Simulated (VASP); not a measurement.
Runs of VASP 6.6.1 on Cu4O. The structure is that of space group I-43m (No. 217), or close to it. The cells are those of the table. 

| task | spin | cell | k mesh | cutoff (eV) | gap on the mesh (eV) | pressure (GPa) | moment (μB) | largest force (eV/Å) |
| --- | --- | --- | --- | --- | --- | --- | --- | --- |
| relaxation of cell and atoms | off | relaxed from a = 4.391 Å, angles 109.5°, 5 atoms | 6 × 6 × 6 | 600 | none | -0.4 | - | 0.04 |
| single point | collinear, ferromagnetic start | a = 4.706 Å, angles 109.5°, 5 atoms | 4 × 4 × 4 | 520 | none | 237.3 | 0.00 | 76.40 |
| single point | off | a = 4.391 Å, angles 109.5°, 5 atoms | 6 × 6 × 6 | 520 | none | (b) | - | 0.05 |
| single point | collinear, ferromagnetic start | a = 4.391 Å, angles 109.5°, 5 atoms | 4 × 4 × 4 | 520 | none | (a) | 0.00 | 0.03 |

Alike in all rows: level PBE; potentials or basis VASP PAW PBE potentials, release 64 (Cu, O); smearing gaussian 0.1 eV.

Task: Fill in the values left out.

Result: (a) 0.3; (b) 0.1.

Caveats: some runs use coarse meshes; forces of over 1 eV/Å act on the atoms, so gaps and moduli don't describe the material at rest (some runs).

A gap of «none» marks levels without a gap at the run's occupations.
